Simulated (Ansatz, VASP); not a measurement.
## One calculation of Be2ZnSe3, two programs

```
Be Zn Se
1.0
     6.94541    0.00000    0.00000
    -3.47270    6.01490    0.00000
     0.00000    0.00000    2.83432
Be Zn Se
2 1 3
Direct
  0.33333 0.66667 0.00000
  0.66667 0.33333 0.00000
  0.00000 0.00000 0.00000
  0.50000 0.00000 0.50000
  0.50000 0.50000 0.50000
  0.00000 0.50000 0.50000
```

Change from the starting cell: species swapped into the LuB2Os3 type (P6/mmm, No. 191).

Alike in both runs: functional PBE; k mesh 6 × 6 × 12; occupations gaussian, width 0.1 eV; no spin polarisation.

Ansatz relaxed the structure, and its values are those at the end. VASP's run is a single point on that final structure, the one shown.

|  | VASP | Ansatz |
| --- | --- | --- |
| version | VASP 6.6.1 | Ansatz 0.2.0 |
| potentials or method | VASP PAW PBE potentials, release 64 (Be, Zn, Se), cutoff 520 eV | scalar-relativistic, plane waves, PAW |
| valence electrons in the cell | 34 | 64 |

```csv
,VASP,Ansatz,Ansatz less VASP
gap on the k mesh at the Fermi level (eV),none,none,-
pressure (GPa),0.1,0.0,-0.07
```

A gap of «none» marks a metal or a gap that the smearing closes. VASP's potentials hold 34 valence electrons a cell and Ansatz's 64, so a difference there can come from the potentials and not from the codes.
